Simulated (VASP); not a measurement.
# W (Im-3m) in VASP: a series of runs

The runs below take W through single point, with r2SCAN.

Everything below comes from runs of VASP 6.6.1. Logs are shortened: lines on timing, memory, paths and dates and some standing lists are left out, and cuts for length are marked.

### 1 The cell of the first run

Symmetry: Im-3m, No. 229, cubic system. The conventional cell has a = 3.162 Å, b = 3.162 Å, c = 3.162 Å, α = 90.00°, β = 90.00°, γ = 90.00°. Within 3.6 Å of W (site symmetry m-3m) lie 14 W at 2.74 to 3.16 Å.

### 2 Single point, r2SCAN

File POSCAR:

```
W
1.0
   -1.5811154557      1.5811154557      1.5811154557
    1.5811154557     -1.5811154557      1.5811154557
    1.5811154557      1.5811154557     -1.5811154557
W
1
Direct
    0.0000000000      0.0000000000      0.0000000000
```

File INCAR.step1:

```
SYSTEM = W
PREC = Accurate
ENCUT = 520
ISMEAR = -1
SIGMA = 0.1
LREAL = .FALSE.
LASPH = .TRUE.
NELM = 60
NBANDS = 13
GGA = PE
ALGO = Normal
EDIFF = 1E-4
LWAVE = .TRUE.
LCHARG = .FALSE.
```

File INCAR.step2:

```
SYSTEM = W
PREC = Accurate
ENCUT = 520
EDIFF = 1E-7
ISMEAR = -1
SIGMA = 0.1
LREAL = .FALSE.
LASPH = .TRUE.
NELM = 60
ALGO = Normal
ISIF = 2
LWAVE = .FALSE.
LCHARG = .FALSE.
METAGGA = R2SCAN
LMIXTAU = .TRUE.
NBANDS = 13
ISTART = 1
```

File KPOINTS:

```
Automatic mesh
0
G
  24 24 24
  0 0 0
```

Potentials or basis: VASP PAW PBE potentials, release 64 (W_sv).

Run with:

```sh
> cat potpaw_PBE.64/W_sv/POTCAR > POTCAR
> cp INCAR.step1 INCAR
> mpirun -np 1 vasp_std > vasp.out
> cp INCAR.step2 INCAR
> mpirun -np 1 vasp_std > vasp.out
```

OUTCAR:

```text
SYSTEM = W
   PREC = Accurate
   ENCUT = 520
   EDIFF = 1E-7
   ISMEAR = -1
   LREAL = .FALSE.
   LASPH = .TRUE.
   NELM = 60
   ISIF = 2
   METAGGA = R2SCAN
   ISTART = 1

 ion  position               nearest neighbor table
   1  0.000  0.000  0.000-

  LATTYP: Found a body centered cubic cell.
 ALAT       =     3.1622309114

  Lattice vectors:

 A1 = (  -1.5811154557,   1.5811154557,   1.5811154557)
 A2 = (   1.5811154557,  -1.5811154557,   1.5811154557)
 A3 = (   1.5811154557,   1.5811154557,  -1.5811154557)

Analysis of symmetry for initial positions (statically):
=====================================================================
 Subroutine PRICEL returns:
 Original cell was already a primitive cell.

 Routine SETGRP: Setting up the symmetry group for a
 body centered cubic supercell.

 Subroutine GETGRP returns: Found 48 space group operations
 (whereof 48 operations were pure point group operations)
 out of a pool of 48 trial point group operations.

The static configuration has the point symmetry O_h .

Analysis of symmetry for dynamics (positions and initial velocities):
=====================================================================
 Subroutine PRICEL returns:
 Original cell was already a primitive cell.

 Routine SETGRP: Setting up the symmetry group for a
 body centered cubic supercell.

 Subroutine GETGRP returns: Found 48 space group operations
 (whereof 48 operations were pure point group operations)
 out of a pool of 48 trial point group operations.

The dynamic configuration has the point symmetry O_h .

 Subroutine INISYM returns: Found 48 space group operations
 (whereof 48 operations are pure point group operations),
 and found     1 'primitive' translations

----------------------------------------------------------------------------------------

                                     Primitive cell

  volume of cell :      15.8107

  direct lattice vectors                    reciprocal lattice vectors
    -1.581115456  1.581115456  1.581115456     0.000000000  0.316232441  0.316232441
     1.581115456 -1.581115456  1.581115456     0.316232441  0.000000000  0.316232441
     1.581115456  1.581115456 -1.581115456     0.316232441  0.316232441  0.000000000

  length of vectors
     2.738572302  2.738572302  2.738572302     0.447220207  0.447220207  0.447220207

  position of ions in fractional coordinates (direct lattice)
[... 82 lines left out ...]
   NFREE  =      0    steps in history (QN), initial steepest desc. (CG)
   ISIF   =      2    stress and relaxation
   ISYM   =      2    0-nonsym 1-usesym 2-fastsym
   POTIM  = 0.5000    time-step for ionic-motion
   TEBEG  =    0.0;   TEEND  =   0.0 temperature during run
   PSTRESS=    0.0 pullay stress
   NELECT =      14.0000    total number of electrons
   NUPDOWN=      -1.0000    fix difference up-down
   EMIN   =  10.00;   EMAX   =-10.00  energy-range for DOS
   EFERMI =   0.00;   METHOD = LEGACY
   ISMEAR =    -1;   SIGMA  =   0.10  broadening in eV -4-tet -1-fermi 0-gaus
   EFERMI_NEDOS =   21; number of points for ismear=-14 and -15
   IALGO  =     38    algorithm
   IMIX   =      4    mixing-type and parameters
     AMIX     =   0.40;   BMIX     =  1.00
     AMIX_MAG =   1.60;   BMIX_MAG =  1.00
  volume/ion in A,a.u.               =      15.81       106.70
  Fermi-wavevector in a.u.,A,eV,Ry     =   1.572053  2.970750 33.624779  2.471352
  Thomas-Fermi vector in A             =   2.673545
   LORBIT       =      0    0 simple, 1 ext, 2 COOP (PROOUT), +10 PAW based schemes
   METAGGA = R2SCAN    functional components
   LHFCALC =     F    Hartree Fock is set to
   AEXX    =    0.0000 exact exchange contribution
   IVDW    =     0    specifies the selected vdW correction
   LEPSILON=     F    determine dielectric tensor
   LRPA    =     F    only Hartree local field effects (RPA)
 non-spin polarized calculation
  energy-cutoff  :      520.00
  volume of cell :       15.81
 maximum number of plane-waves:       438
   NGX = 11   NGY = 11   NGZ = 11

 number of electron      14.0000004 magnetization

 Free energy of the ion-electron system (eV)
  ---------------------------------------------------
  ext. energy  EPLUGINS =         0.00000000
  ---------------------------------------------------
  free energy    TOTEN  =       -51.35824080 eV

  energy without entropy =      -51.34567126  energy(sigma->0) =      -51.35195603

 E-fermi :  11.3479     XC(G=0): -14.9768

 val. band max:       11.3324108712   @ k =  -0.1667   0.1667   0.0417
 cond. band min:      11.3663450491   @ k =   0.1667   0.0000   0.0000
 fundamental gap:      0.0339341780
 Fermi energy:        11.3478549608

 k-point     1 :       0.0000    0.0000    0.0000
  band No.  band energies     occupation
      1     -64.7852      2.00000
      2     -27.6405      2.00000
      3     -27.6405      2.00000
      4     -27.6405      2.00000
      5       1.1837      2.00000
      6      10.0401      2.00000
      7      10.0401      2.00000
      8      10.0401      2.00000
      9      13.8944      0.00000
     10      13.8945      0.00000
     11      26.5926      0.00000
     12      26.5926      0.00000
     13      26.5926      0.00000
[... 354 lines left out ...]
  band No.  band energies     occupation
      1     -64.6320      2.00000
      2     -29.0119      2.00000
      3     -28.0922      2.00000
      4     -27.6586      2.00000
      5       4.8138      2.00000
      6       7.5891      2.00000
      7      11.6358      0.10638
      8      13.7122      0.00000
      9      14.8657      0.00000
     10      17.7237      0.00000
     11      22.9966      0.00000
     12      23.5888      0.00000
     13      29.0482      0.00000

 [... further k-points ...]

------------------------ aborting loop because EDIFF is reached ----------------------------------------

  FORCE on cell =-STRESS in cart. coord.  units (eV):
  Direction    XX          YY          ZZ          XY          YZ          ZX
  --------------------------------------------------------------------------------------
  -------------------------------------------------------------------------------------
  Total        0.3224258      0.3224258      0.3224258      0.0000000      0.0000000     -0.0000000
  in kB       32.6730410     32.6730410     32.6730410      0.0000000      0.0000000     -0.0000000
  external PRESSURE =      32.6730410 kB  Pullay stress =       0.0000000 kB

 VOLUME and BASIS-vectors are now :
 -----------------------------------------------------------------------------
  energy-cutoff  :      520.00
  volume of cell :       15.81
      direct lattice vectors                 reciprocal lattice vectors
    -1.581115456  1.581115456  1.581115456     0.000000000  0.316232441  0.316232441
     1.581115456 -1.581115456  1.581115456     0.316232441  0.000000000  0.316232441
     1.581115456  1.581115456 -1.581115456     0.316232441  0.316232441  0.000000000

 POSITION                                       TOTAL-FORCE (eV/Angst)
 -----------------------------------------------------------------------------------
      0.00000      0.00000      0.00000         0.000000      0.000000      0.000000
 -----------------------------------------------------------------------------------
    total drift:                                0.000000     -0.000000      0.000000

  FREE ENERGIE OF THE ION-ELECTRON SYSTEM (eV)
  ---------------------------------------------------
  free  energy   TOTEN  =       -51.3582408020 eV

  energy  without entropy=      -51.3456712580  energy(sigma->0) =      -51.35195603
```

Run time: 3.4 min. Hardware: 1 thread of Intel Xeon 8259CL, shared host; peak memory 0.19 GiB.

Results:

```yaml
Free_energy: -51.3582 eV
Pressure: 3.3 GPa
Band_gap_on_the_k_mesh: zero (bands 7 and 8 overlap by 6.64 eV)
```

Levels at points of the mesh, in eV from the Fermi level:
```
           k point  band 4  band 5  band 6  band 7  band 8  band 9  band 10  band 11
(0.00, 0.00, 0.00)  -38.99  -10.16   -1.31   -1.31   -1.31    2.55     2.55    15.24
(0.50, 0.00, 0.00)  -39.00   -6.60   -3.78    0.52    2.39    3.44     6.34    11.68
(0.50, 0.50, 0.50)  -39.95   -6.06   -6.06    5.34    5.34    5.34     8.55     8.55
```

Caveat: the cell stands under pressure; the PAW data sets were made with another functional, which shifts forces and pressure a little; spin-orbit coupling is left out, which moves the levels of the heavy elements.

### 3 Single point, r2SCAN

This run uses another cell than the first one, of 15.86 Å³/atom.

File POSCAR:

```
W
1.0
   -1.5827557223      1.5827557223      1.5827557223
    1.5827557223     -1.5827557223      1.5827557223
    1.5827557223      1.5827557223     -1.5827557223
W
1
Direct
    0.0000000000      0.0000000000      0.0000000000
```

File INCAR.step1:

```
PREC = Accurate
ENCUT = 520
ISMEAR = -1
SIGMA = 0.1
LREAL = False
LASPH = True
NELM = 100
NBANDS = 13
GGA = PE
ALGO = Normal
EDIFF = 1E-4
LWAVE = True
LCHARG = False
```

File INCAR.step2:

```
PREC = Accurate
ENCUT = 520
EDIFF = 1E-6
ISMEAR = -1
SIGMA = 0.1
LREAL = False
LASPH = True
NELM = 100
ALGO = Normal
ISIF = 2
LWAVE = False
LCHARG = True
METAGGA = R2SCAN
LMIXTAU = True
LELF = True
LVHAR = True
NBANDS = 13
ISTART = 1
```

File KPOINTS:

```
Automatic mesh
0
Gamma
  24 24 24
```

Potentials or basis: VASP PAW PBE potentials, release 64 (W_sv).

Run with:

```sh
> cat potpaw_PBE.64/W_sv/POTCAR > POTCAR
> cp INCAR.step1 INCAR
> mpirun -np 1 vasp_std > vasp.out
> cp INCAR.step2 INCAR
> mpirun -np 1 vasp_std > vasp.out
```

Wall time 3.3 min (1 thread of Intel Xeon 8259CL, shared host); peak memory 0.19 GiB.

The run converged. Its results:

```yaml
Free_energy: -51.3591 eV
Pressure: 2.2 GPa
Band_gap_on_the_k_mesh: zero (bands 7 and 8 overlap by 6.62 eV)
```

Levels at points of the mesh, in eV from the Fermi level:
| k point | band 3 | band 4 | band 5 | band 6 | band 7 | band 8 | band 9 | band 10 | band 11 | band 12 |
| --- | --- | --- | --- | --- | --- | --- | --- | --- | --- | --- |
| (0.00, 0.00, 0.00) | -39.00 | -39.00 | -10.15 | -1.30 | -1.30 | -1.30 | 2.54 | 2.54 | 15.24 | 15.24 |
| (0.50, 0.00, 0.00) | -39.44 | -39.00 | -6.58 | -3.77 | 0.51 | 2.38 | 3.43 | 6.32 | 11.63 | 12.06 |
| (0.50, 0.50, 0.50) | -39.95 | -39.95 | -6.04 | -6.04 | 5.31 | 5.31 | 5.31 | 8.52 | 8.52 | 8.52 |

Caveat: the PAW data sets were made with another functional, which shifts forces and pressure a little; spin-orbit coupling is left out, which moves the levels of the heavy elements.

### 4 Single point, r2SCAN

This run uses another cell than the first one, of 15.91 Å³/atom.

File POSCAR:

```
W
1.0
   -1.5844020789      1.5844020789      1.5844020789
    1.5844020789     -1.5844020789      1.5844020789
    1.5844020789      1.5844020789     -1.5844020789
W
1
Direct
    0.0000000000      0.0000000000      0.0000000000
```

File INCAR.step1:

```
PREC = Accurate ; ENCUT = 520
ISMEAR = -1 ; SIGMA = 0.1
LREAL = F ; LASPH = T
NELM = 100 ; NBANDS = 13
GGA = PE ; ALGO = Normal
EDIFF = 1E-4 ; LWAVE = T
LCHARG = F
```

File INCAR.step2:

```
PREC = Accurate ; ENCUT = 520
EDIFF = 1E-6 ; ISMEAR = -1
SIGMA = 0.1 ; LREAL = F
LASPH = T ; NELM = 100
ALGO = Normal ; ISIF = 2
LWAVE = F ; LCHARG = F
METAGGA = R2SCAN ; LMIXTAU = T
NBANDS = 13 ; ISTART = 1
```

File KPOINTS:

```
regular mesh
0
Gamma
  24 24 24
```

Run with:

```sh
> cat potpaw_PBE.64/W_sv/POTCAR > POTCAR
> cp INCAR.step1 INCAR
> mpirun -np 1 vasp_std > vasp.out
> cp INCAR.step2 INCAR
> mpirun -np 1 vasp_std > vasp.out
```

It took 3 min on 1 thread of Intel Xeon 8259CL, shared host; peak memory 0.2 GiB.

It converged, with:

```
Free energy            : -51.3597 eV
Pressure               : 1.2 GPa
Band gap on the k mesh : zero (bands 7 and 8 overlap by 6.59 eV)
```

Levels at points of the mesh, in eV from the Fermi level:
| k point | band 5 | band 6 | band 7 | band 8 | band 9 | band 10 |
| --- | --- | --- | --- | --- | --- | --- |
| (0.00, 0.00, 0.00) | -10.13 | -1.30 | -1.30 | -1.30 | 2.53 | 2.53 |
| (0.50, 0.00, 0.00) | -6.56 | -3.75 | 0.50 | 2.37 | 3.42 | 6.29 |
| (0.50, 0.50, 0.50) | -6.01 | -6.01 | 5.29 | 5.29 | 5.29 | 8.50 |

Caveat: the PAW data sets were made with another functional, which shifts forces and pressure a little; spin-orbit coupling is left out, which moves the levels of the heavy elements.

### 5 Overview

```csv
cell,gap on the mesh (eV),pressure (GPa)
"a = 2.739 Å, angles 109.5°, 1 atom",none,3.3
"a = 2.741 Å, angles 109.5°, 1 atom",none,2.2
"a = 2.744 Å, angles 109.5°, 1 atom",none,1.2
```

Alike in all rows: task single point; level r2SCAN; potentials or basis VASP PAW PBE potentials, release 64 (W_sv); no spin polarisation; k mesh 24 × 24 × 24; cutoff (eV) 520; smearing fermi-dirac 0.1 eV.

Caveats: the PAW data sets were made with another functional, which shifts forces and pressure a little; spin-orbit coupling is left out, which moves the levels of the heavy elements; the cell stands under pressure (at least some runs).

Absolute energies hang on the potentials; compare differences alone.

The gap in the log of VASP goes by the Fermi energy; the results here count the filled bands.